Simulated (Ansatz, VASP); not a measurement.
## Hf3Rh: VASP beside Ansatz

Contents of INCAR:

```
PREC = Accurate
ENCUT = 600
EDIFF = 1E-7
ISMEAR = 0
SIGMA = 0.1
LREAL = False
LASPH = True
NELM = 60
ALGO = Fast
ISIF = 3
LWAVE = False
LCHARG = False
GGA = PE
IBRION = 2
NSW = 100
EDIFFG = -0.01
```

Contents of KPOINTS:

```
Automatic mesh
0
Gamma
  12 12 12
```

POSCAR

```
Hf3Rh
1.0
    4.3011694132      0.0000000000      0.0000000000
    0.0000000000      4.3011694132      0.0000000000
    0.0000000000      0.0000000000      4.3011694132
Hf Rh
3 1
Direct
    0.0000000000      0.5000000000      0.5000000000
    0.5000000000      0.0000000000      0.5000000000
    0.5000000000      0.5000000000      0.0000000000
    0.0000000000      0.0000000000      0.0000000000
```

Input for Ansatz:

```yaml
crystal:
  lattice:
    - [4.3011694132, 0.0, 0.0]
    - [0.0, 4.3011694132, 0.0]
    - [0.0, 0.0, 4.3011694132]
  atoms:
    - { symbol: Hf, position: [0.0, 0.5, 0.5] }
    - { symbol: Hf, position: [0.5, 0.0, 0.5] }
    - { symbol: Hf, position: [0.5, 0.5, 0.0] }
    - { symbol: Rh, position: [0.0, 0.0, 0.0] }
basis:
  ecutwfc: 420
kpoints:
  mp_grid: { grid: [12, 12, 12] }
hamiltonian:
  xc: pbe
scf:
  occupations: { method: gaussian, width: 0.1 }
output:
  forces: true
  stress: true
  eigenvalues: true
  write_density: true
  write_potential: true
  elf: true
  volumetric_format: npy
relax:
  adjacent_minimum: "off"
  f_tol: 0.01
  max_steps: 80
  cell: { stress_tol: 0.05 }
```

Alike in both runs: task relaxation of cell and atoms; functional PBE; k mesh 12 × 12 × 12; occupations gaussian, width 0.1 eV; no spin polarisation.

```csv
,VASP,Ansatz
version,VASP 6.6.1,Ansatz 0.2.0
potentials or method,"VASP PAW PBE potentials, release 64 (Hf_pv, Rh_pv), cutoff 600 eV","scalar-relativistic, plane waves, PAW"
valence electrons in the cell,45,95
```

|  | VASP | Ansatz | Ansatz less VASP |
| --- | --- | --- | --- |
| gap on the k mesh at the Fermi level, each at its own relaxed structure (eV) | none | none | - |
| relaxed volume (Å³/atom) | 19.74 | 19.84 | +0.095 |
| relaxed length of the cell vector where the two differ most in proportion (Å) | 4.290 | 4.297 | +0.0068 |

A gap of «none» marks a metal or a gap that the smearing closes. VASP's potentials hold 45 valence electrons a cell and Ansatz's 95, so a difference there can come from the potentials and not from the codes.

Neither program's run includes spin-orbit coupling.
